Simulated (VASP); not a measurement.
# AlGaN2 (P-4m2) in VASP: further runs, part 2 of 2

VASP 6.6.1.

### Step 3. Single point, r2SCAN (mode 23 (742.2 1/cm) frozen in, largest displacement +0.188 Å)

POSCAR

```
AlGaN2
1.0
    3.1385264188      0.0000000000      0.0000000000
    0.0000000000      3.1385264188      0.0000000000
    0.0000000000      0.0000000000      8.8447134538
Al Ga N
2 2 4
Direct
    0.5000000000      0.5000000000      0.2500000000
    0.5000000000      0.5000000000      0.7500000000
    0.0000000000      0.0000000000     -0.0047075882
    0.0000000000      0.0000000000      0.5047075882
    0.5000000000      0.0000000000      0.3483424812
    0.5000000000      0.0000000000      0.8907406892
    0.0000000000      0.5000000000      0.1516575188
    0.0000000000      0.5000000000      0.6092593108
```

INCAR.step1

```
SYSTEM = AlGaN2
PREC     = Accurate       ! precision mode
ENCUT    = 520            ! plane-wave cutoff, eV
ISMEAR   = 0              ! smearing method
SIGMA    = 0.05           ! smearing width, eV
LREAL    = .False.        ! projectors in reciprocal space
LASPH    = .True.         ! aspherical terms in the spheres
NELM     = 60             ! most SCF steps
NBANDS   = 36             ! bands
GGA      = PE             ! functional
ALGO     = Normal         ! electronic algorithm
EDIFF    = 1E-4           ! SCF threshold, eV
LWAVE    = .True.         ! write WAVECAR
LCHARG   = .False.        ! write CHGCAR
```

INCAR.step2

```
SYSTEM = AlGaN2
PREC     = Accurate       ! precision mode
ENCUT    = 520            ! plane-wave cutoff, eV
EDIFF    = 1E-6           ! SCF threshold, eV
ISMEAR   = 0              ! smearing method
SIGMA    = 0.05           ! smearing width, eV
LREAL    = .False.        ! projectors in reciprocal space
LASPH    = .True.         ! aspherical terms in the spheres
NELM     = 60             ! most SCF steps
ALGO     = Normal         ! electronic algorithm
ISIF     = 2              ! what is computed and relaxed
LWAVE    = .False.        ! write WAVECAR
LCHARG   = .False.        ! write CHGCAR
METAGGA  = R2SCAN         ! meta-GGA
LMIXTAU  = .True.       
NBANDS   = 36             ! bands
ISTART   = 1
```

KPOINTS

```
Automatic mesh
0
Gamma
  8 8 4
  0 0 0
```

Potentials or basis: VASP PAW PBE potentials, release 64 (Al, Ga_d, N).

The run is started by

```console
$ cat potpaw_PBE.64/Al/POTCAR potpaw_PBE.64/Ga_d/POTCAR potpaw_PBE.64/N/POTCAR > POTCAR
$ cp INCAR.step1 INCAR
$ mpirun -np 1 vasp_std > vasp.out
$ cp INCAR.step2 INCAR
$ mpirun -np 1 vasp_std > vasp.out
```

OUTCAR:

```text
SYSTEM = AlGaN2
   PREC = Accurate
   ENCUT = 520
   EDIFF = 1E-6
   ISMEAR = 0
   LREAL = .False.
   LASPH = .True.
   NELM = 60
   ISIF = 2
   METAGGA = R2SCAN
   ISTART = 1

 ion  position               nearest neighbor table
   1  0.500  0.500  0.250-   5 1.79   7 1.79   5 1.79   7 1.79
   2  0.500  0.500  0.750-   6 2.00   8 2.00   6 2.00   8 2.00   3 3.10   4 3.10   3 3.10   3 3.10
                             4 3.10   4 3.10   3 3.10   4 3.10
   3  0.000  0.000  0.995-   6 1.82   6 1.82   7 2.09   7 2.09   2 3.10   2 3.10   2 3.10   2 3.10

   4  0.000  0.000  0.505-   8 1.82   8 1.82   5 2.09   5 2.09   2 3.10   2 3.10   2 3.10   2 3.10

   5  0.500  0.000  0.348-   1 1.79   1 1.79   4 2.09   4 2.09
   6  0.500  0.000  0.891-   3 1.82   3 1.82   2 2.00   2 2.00
   7  0.000  0.500  0.152-   1 1.79   1 1.79   3 2.09   3 2.09
   8  0.000  0.500  0.609-   4 1.82   4 1.82   2 2.00   2 2.00

  LATTYP: Found a simple tetragonal cell.
 ALAT       =     3.1385264188
 C/A-ratio  =     2.8181102446

  Lattice vectors:

 A1 = (   3.1385264188,   0.0000000000,   0.0000000000)
 A2 = (   0.0000000000,   3.1385264188,   0.0000000000)
 A3 = (   0.0000000000,   0.0000000000,   8.8447134538)

Analysis of symmetry for initial positions (statically):
=====================================================================
 Subroutine PRICEL returns:
 Original cell was already a primitive cell.

 Routine SETGRP: Setting up the symmetry group for a
 simple tetragonal supercell.

 Subroutine GETGRP returns: Found  8 space group operations
 (whereof  4 operations were pure point group operations)
 out of a pool of 16 trial point group operations.

The static configuration has the point symmetry C_2v.
 The point group associated with its full space group is D_2d.

Analysis of symmetry for dynamics (positions and initial velocities):
=====================================================================
 Subroutine PRICEL returns:
[... 147 lines left out ...]
   METAGGA = R2SCAN    functional components
   LHFCALC =     F    Hartree Fock is set to
   AEXX    =    0.0000 exact exchange contribution
   IVDW    =     0    specifies the selected vdW correction
   LEPSILON=     F    determine dielectric tensor
   LRPA    =     F    only Hartree local field effects (RPA)
 non-spin polarized calculation
 Gauss-broadening in eV      SIGMA  =   0.05
  energy-cutoff  :      520.00
  volume of cell :       87.12
 maximum number of plane-waves:      2384
 NGX is ok and might be reduce to    24
   NGX = 11   NGY = 11   NGZ = 33

 number of electron      51.9999972 magnetization

 Free energy of the ion-electron system (eV)
  ---------------------------------------------------
  ext. energy  EPLUGINS =         0.00000000
  ---------------------------------------------------
  free energy    TOTEN  =       -79.93615337 eV

  energy without entropy =      -79.93615337  energy(sigma->0) =      -79.93615337

 E-fermi :   6.7143     XC(G=0): -12.0874

 val. band max:        6.4351927201   @ k =   0.0000   0.0000   0.0000
 cond. band min:       8.1971975315   @ k =   0.0000   0.0000   0.0000
 fundamental gap:      1.7620048114
 Fermi energy:         6.7142871637

 k-point     1 :       0.0000    0.0000    0.0000
  band No.  band energies     occupation
      1     -11.7077      2.00000
      2     -11.0328      2.00000
      3      -9.4586      2.00000
      4      -8.3336      2.00000
      5      -8.2025      2.00000
      6      -8.2025      2.00000
[... 925 lines left out ...]
     35      15.4099      0.00000
     36      16.3155      0.00000

 [... further k-points ...]

------------------------ aborting loop because EDIFF is reached ----------------------------------------

  FORCE on cell =-STRESS in cart. coord.  units (eV):
  Direction    XX          YY          ZZ          XY          YZ          ZX
  --------------------------------------------------------------------------------------
  -------------------------------------------------------------------------------------
  Total        5.8861598      5.8861598     -0.8794178      0.0000000      0.0000000      0.0000000
  in kB      108.2448608    108.2448608    -16.1722524      0.0000000      0.0000000      0.0000000
  external PRESSURE =      66.7724897 kB  Pullay stress =       0.0000000 kB

 VOLUME and BASIS-vectors are now :
 -----------------------------------------------------------------------------
  energy-cutoff  :      520.00
  volume of cell :       87.12
      direct lattice vectors                 reciprocal lattice vectors
     3.138526419  0.000000000  0.000000000     0.318620864  0.000000000  0.000000000
     0.000000000  3.138526419  0.000000000     0.000000000  0.318620864  0.000000000
     0.000000000  0.000000000  8.844713454     0.000000000  0.000000000  0.113061888

 POSITION                                       TOTAL-FORCE (eV/Angst)
 -----------------------------------------------------------------------------------
      1.56926      1.56926      2.21118         0.000000      0.000000      0.000000
      1.56926      1.56926      6.63354         0.000000      0.000000      0.000000
      0.00000      0.00000      8.80308         0.000000      0.000000      5.682903
      0.00000      0.00000      4.46399         0.000000      0.000000     -5.682903
      1.56926      0.00000      3.08099         0.000000      0.000000      4.960489
      1.56926      0.00000      7.87835         0.000000      0.000000     -5.304244
      0.00000      1.56926      1.34137         0.000000      0.000000     -4.960489
      0.00000      1.56926      5.38872         0.000000      0.000000      5.304244
 -----------------------------------------------------------------------------------
    total drift:                                0.000000      0.000000      0.000000

  FREE ENERGIE OF THE ION-ELECTRON SYSTEM (eV)
  ---------------------------------------------------
  free  energy   TOTEN  =       -79.9361533727 eV

  energy  without entropy=      -79.9361533727  energy(sigma->0) =      -79.93615337
```

It took 5.1 min on 1 thread of AMD EPYC 9R45 (Zen 5), shared host; peak memory 0.25 GiB.

Results:

* Free energy: -79.9362 eV
* Pressure: 6.7 GPa
* Largest force: 5.683 eV/Å
* Band gap on the k mesh: 1.76 eV, direct

Forces on the atoms (eV/Å):
```
Al   0.000  0.000  0.000
Al   0.000  0.000  0.000
Ga   0.000  0.000  5.683
Ga   0.000  0.000 -5.683
N    0.000  0.000  4.960
N    0.000  0.000 -5.304
N    0.000  0.000 -4.960
N    0.000  0.000  5.304
```

Caveat: the cell differs from its parent crystal (mode 23 (742.2 1/cm) frozen in, largest displacement +0.188 Å); the PAW data sets were made with another functional, which shifts forces and pressure a little. A k mesh can miss the band edges.

### Step 4. Single point, r2SCAN (mode 23 (742.2 1/cm) frozen in, largest displacement +0.113 Å)

POSCAR

```
AlGaN2
1.0
    3.1385264188      0.0000000000      0.0000000000
    0.0000000000      3.1385264188      0.0000000000
    0.0000000000      0.0000000000      8.8447134538
Al Ga N
2 2 4
Direct
    0.5000000000      0.5000000000      0.2500000000
    0.5000000000      0.5000000000      0.7500000000
    0.0000000000      0.0000000000     -0.0028245529
    0.0000000000      0.0000000000      0.5028245529
    0.5000000000      0.0000000000      0.3568221228
    0.5000000000      0.0000000000      0.8822610476
    0.0000000000      0.5000000000      0.1431778772
    0.0000000000      0.5000000000      0.6177389524
```

INCAR.step1

```
SYSTEM = AlGaN2
PREC = Accurate
ENCUT = 520
ISMEAR = 0
SIGMA = 0.05
LREAL = .False.
LASPH = .True.
NELM = 100
NBANDS = 36
GGA = PE
ALGO = Normal
EDIFF = 1E-4
LWAVE = .True.
LCHARG = .False.
```

INCAR.step2

```
SYSTEM = AlGaN2
PREC = Accurate
ENCUT = 520
EDIFF = 1E-6
ISMEAR = 0
SIGMA = 0.05
LREAL = .False.
LASPH = .True.
NELM = 100
ALGO = Normal
ISIF = 2
LWAVE = .False.
LCHARG = .False.
METAGGA = R2SCAN
LMIXTAU = .True.
NBANDS = 36
ISTART = 1
```

KPOINTS

```
regular mesh
0
Gamma
  8 8 4
  0 0 0
```

The run is started by

```console
$ cat potpaw_PBE.64/Al/POTCAR potpaw_PBE.64/Ga_d/POTCAR potpaw_PBE.64/N/POTCAR > POTCAR
$ cp INCAR.step1 INCAR
$ mpirun -np 1 vasp_std > vasp.out
$ cp INCAR.step2 INCAR
$ mpirun -np 1 vasp_std > vasp.out
```

Run time: 5.1 min. Hardware: 1 thread of AMD EPYC 9R45 (Zen 5), shared host; peak memory 0.25 GiB.

Results (log left out):

```
Free energy            : -81.3410 eV
Pressure               : 2.6 GPa
Largest force          : 3.502 eV/Å
Band gap on the k mesh : 2.64 eV
```

Forces in eV/Å, atoms in the order of the input:
```
Al   0.000  0.000  0.000
Al   0.000  0.000  0.000
Ga   0.000  0.000  3.502
Ga   0.000  0.000 -3.502
N    0.000  0.000  3.046
N    0.000  0.000 -3.299
N    0.000  0.000 -3.046
N    0.000  0.000  3.299
```

Stress tensor (GPa, compression positive):
```
 4.13  0.00  0.00
 0.00  4.13  0.00
 0.00  0.00 -0.33
```

Levels at points of the mesh, in eV from the valence-band top:
```tsv
k point	band 23	band 24	band 25	band 26	band 27	band 28	band 29	band 30
(0.00, 0.00, 0.00)	-1.51	-0.67	0.00	0.00	2.64	3.08	5.64	6.17
(0.50, 0.00, 0.00)	-1.13	-1.13	-0.87	-0.23	5.08	6.41	7.09	7.26
(0.50, 0.50, 0.00)	-2.50	-2.50	-2.46	-2.36	3.00	3.00	6.37	6.76
(0.00, 0.00, 0.50)	-1.31	-1.31	-0.08	-0.08	3.22	3.35	4.86	5.65
(0.50, 0.00, 0.50)	-1.57	-1.53	-1.13	-0.23	5.65	6.64	6.64	7.29
(0.50, 0.50, 0.50)	-2.72	-2.72	-2.72	-2.59	3.63	3.63	5.68	5.68
```

Caveat: the cell differs from its parent crystal (mode 23 (742.2 1/cm) frozen in, largest displacement +0.113 Å); the PAW data sets were made with another functional, which shifts forces and pressure a little. A k mesh can miss the band edges.

### Step 5. Single point, r2SCAN (mode 23 (742.2 1/cm) frozen in, largest displacement +0.037 Å)

POSCAR

```
AlGaN2
1.0
    3.1385264188      0.0000000000      0.0000000000
    0.0000000000      3.1385264188      0.0000000000
    0.0000000000      0.0000000000      8.8447134538
Al Ga N
2 2 4
Direct
    0.5000000000      0.5000000000      0.2500000000
    0.5000000000      0.5000000000      0.7500000000
    0.0000000000      0.0000000000     -0.0009415176
    0.0000000000      0.0000000000      0.5009415176
    0.5000000000      0.0000000000      0.3653017644
    0.5000000000      0.0000000000      0.8737814060
    0.0000000000      0.5000000000      0.1346982356
    0.0000000000      0.5000000000      0.6262185940
```

INCAR.step1

```
PREC = Accurate
ENCUT = 520
ISMEAR = 0
SIGMA = 0.05
LREAL = F
LASPH = T
NELM = 60
NBANDS = 36
GGA = PE
ALGO = Normal
EDIFF = 1E-4
LWAVE = T
LCHARG = F
```

INCAR.step2

```
PREC = Accurate
ENCUT = 520
EDIFF = 1E-7
ISMEAR = 0
SIGMA = 0.05
LREAL = F
LASPH = T
NELM = 60
ALGO = Normal
ISIF = 2
LWAVE = F
LCHARG = T
METAGGA = R2SCAN
LMIXTAU = T
LELF = T
LVHAR = T
NBANDS = 36
ISTART = 1
```

KPOINTS

```
regular mesh
0
Gamma
  8 8 4
```

Potentials or basis: VASP PAW PBE potentials, release 64 (Al, Ga_d, N).

The run is started by

```console
$ cat potpaw_PBE.64/Al/POTCAR potpaw_PBE.64/Ga_d/POTCAR potpaw_PBE.64/N/POTCAR > POTCAR
$ cp INCAR.step1 INCAR
$ mpirun -np 1 vasp_std > vasp.out
$ cp INCAR.step2 INCAR
$ mpirun -np 1 vasp_std > vasp.out
```

OUTCAR:

```text
PREC = Accurate
   ENCUT = 520
   EDIFF = 1E-7
   ISMEAR = 0
   LREAL = F
   LASPH = T
   NELM = 60
   ISIF = 2
   METAGGA = R2SCAN
   ISTART = 1

 ion  position               nearest neighbor table
   1  0.500  0.500  0.250-   5 1.87   7 1.87   5 1.87   7 1.87   3 3.14   4 3.14   3 3.14   3 3.14
                             4 3.14   4 3.14   3 3.14   4 3.14
   2  0.500  0.500  0.750-   6 1.91   8 1.91   6 1.91   8 1.91   3 3.13   4 3.13   3 3.13   3 3.13
                             4 3.13   4 3.13   3 3.13   4 3.13
   3  0.000  0.000  0.999-   6 1.92   6 1.92   7 1.98   7 1.98   2 3.13   2 3.13   2 3.13   2 3.13
                             1 3.14   1 3.14   1 3.14   1 3.14
   4  0.000  0.000  0.501-   8 1.92   8 1.92   5 1.98   5 1.98   2 3.13   2 3.13   2 3.13   2 3.13
                             1 3.14   1 3.14   1 3.14   1 3.14
   5  0.500  0.000  0.365-   1 1.87   1 1.87   4 1.98   4 1.98
   6  0.500  0.000  0.874-   2 1.91   2 1.91   3 1.92   3 1.92
   7  0.000  0.500  0.135-   1 1.87   1 1.87   3 1.98   3 1.98
   8  0.000  0.500  0.626-   2 1.91   2 1.91   4 1.92   4 1.92

  LATTYP: Found a simple tetragonal cell.
 ALAT       =     3.1385264188
 C/A-ratio  =     2.8181102446

  Lattice vectors:

 A1 = (   3.1385264188,   0.0000000000,   0.0000000000)
 A2 = (   0.0000000000,   3.1385264188,   0.0000000000)
 A3 = (   0.0000000000,   0.0000000000,   8.8447134538)

Analysis of symmetry for initial positions (statically):
=====================================================================
 Subroutine PRICEL returns:
 Original cell was already a primitive cell.

 Routine SETGRP: Setting up the symmetry group for a
 simple tetragonal supercell.

 Subroutine GETGRP returns: Found  8 space group operations
 (whereof  4 operations were pure point group operations)
 out of a pool of 16 trial point group operations.

The static configuration has the point symmetry C_2v.
 The point group associated with its full space group is D_2d.

Analysis of symmetry for dynamics (positions and initial velocities):
[... 144 lines left out ...]
     AMIX_MAG =   1.60;   BMIX_MAG =  1.00
  volume/ion in A,a.u.               =      10.89        73.49
  Fermi-wavevector in a.u.,A,eV,Ry     =   1.378365  2.604732 25.849565  1.899889
  Thomas-Fermi vector in A             =   2.503433
   LORBIT       =      0    0 simple, 1 ext, 2 COOP (PROOUT), +10 PAW based schemes
   METAGGA = R2SCAN    functional components
   LHFCALC =     F    Hartree Fock is set to
   AEXX    =    0.0000 exact exchange contribution
   IVDW    =     0    specifies the selected vdW correction
   LEPSILON=     F    determine dielectric tensor
   LRPA    =     F    only Hartree local field effects (RPA)
 non-spin polarized calculation
 Gauss-broadening in eV      SIGMA  =   0.05
  energy-cutoff  :      520.00
  volume of cell :       87.12
 maximum number of plane-waves:      2384
 NGX is ok and might be reduce to    24
   NGX = 11   NGY = 11   NGZ = 33

 number of electron      51.9999971 magnetization

 Free energy of the ion-electron system (eV)
  ---------------------------------------------------
  ext. energy  EPLUGINS =         0.00000000
  ---------------------------------------------------
  free energy    TOTEN  =       -82.05848508 eV

  energy without entropy =      -82.05848508  energy(sigma->0) =      -82.05848508

 E-fermi :   5.7018     XC(G=0): -12.0773

 val. band max:        5.4714681745   @ k =   0.0000   0.0000   0.0000
 cond. band min:       8.7469141016   @ k =   0.0000   0.0000   0.0000
 fundamental gap:      3.2754459271
 Fermi energy:         5.7017722442

 k-point     1 :       0.0000    0.0000    0.0000
  band No.  band energies     occupation
      1     -10.9620      2.00000
      2     -10.0812      2.00000
      3      -9.9481      2.00000
      4      -9.1770      2.00000
      5      -7.9589      2.00000
      6      -7.9589      2.00000
[... 925 lines left out ...]
     35      16.3042      0.00000
     36      17.0883      0.00000

 [... further k-points ...]
[... 5 lines left out ...]
  --------------------------------------------------------------------------------------
  -------------------------------------------------------------------------------------
  Total        0.3955481      0.3955481      0.1730561      0.0000000      0.0000000      0.0000000
  in kB        7.2740217      7.2740217      3.1824539      0.0000000      0.0000000      0.0000000
  external PRESSURE =       5.9101658 kB  Pullay stress =       0.0000000 kB

 VOLUME and BASIS-vectors are now :
 -----------------------------------------------------------------------------
  energy-cutoff  :      520.00
  volume of cell :       87.12
      direct lattice vectors                 reciprocal lattice vectors
     3.138526419  0.000000000  0.000000000     0.318620864  0.000000000  0.000000000
     0.000000000  3.138526419  0.000000000     0.000000000  0.318620864  0.000000000
     0.000000000  0.000000000  8.844713454     0.000000000  0.000000000  0.113061888

 POSITION                                       TOTAL-FORCE (eV/Angst)
 -----------------------------------------------------------------------------------
      1.56926      1.56926      2.21118         0.000000      0.000000     -0.000000
      1.56926      1.56926      6.63354         0.000000      0.000000     -0.000000
      0.00000      0.00000      8.83639         0.000000      0.000000      1.171908
      0.00000      0.00000      4.43068         0.000000      0.000000     -1.171908
      1.56926      0.00000      3.23099         0.000000      0.000000      0.977002
      1.56926      0.00000      7.72835         0.000000      0.000000     -1.167485
      0.00000      1.56926      1.19137         0.000000      0.000000     -0.977002
      0.00000      1.56926      5.53872         0.000000      0.000000      1.167485
 -----------------------------------------------------------------------------------
    total drift:                                0.000000      0.000000      0.000000

  FREE ENERGIE OF THE ION-ELECTRON SYSTEM (eV)
  ---------------------------------------------------
  free  energy   TOTEN  =       -82.0584850812 eV

  energy  without entropy=      -82.0584850812  energy(sigma->0) =      -82.05848508
```

OUTCAR.step1:

```text
PREC = Accurate
   ENCUT = 520
   ISMEAR = 0
   LREAL = F
[... 1188 lines left out ...]
      1.56926      0.00000      3.23099         0.000000      0.000000      0.898066
      1.56926      0.00000      7.72835         0.000000      0.000000     -1.142134
      0.00000      1.56926      1.19137         0.000000      0.000000     -0.898066
      0.00000      1.56926      5.53872         0.000000      0.000000      1.142134
 -----------------------------------------------------------------------------------
    total drift:                                0.000000      0.000000      0.000000

  FREE ENERGIE OF THE ION-ELECTRON SYSTEM (eV)
  ---------------------------------------------------
  free  energy   TOTEN  =       -53.8558403227 eV

  energy  without entropy=      -53.8558403227  energy(sigma->0) =      -53.85584032
```

It took 6.7 min on 1 thread of AMD EPYC 9R45 (Zen 5), shared host; peak memory 0.25 GiB.

What came out:

```
Free energy            : -82.0585 eV
Pressure               : 0.6 GPa
Largest force          : 1.172 eV/Å
Band gap on the k mesh : 3.28 eV
```

Forces in eV/Å, atoms in the order of the input:
```
Al   0.000  0.000  0.000
Al   0.000  0.000  0.000
Ga   0.000  0.000  1.172
Ga   0.000  0.000 -1.172
N    0.000  0.000  0.977
N    0.000  0.000 -1.167
N    0.000  0.000 -0.977
N    0.000  0.000  1.167
```

Caveat: the cell differs from its parent crystal (mode 23 (742.2 1/cm) frozen in, largest displacement +0.037 Å); the PAW data sets were made with another functional, which shifts forces and pressure a little. A k mesh can miss the band edges.
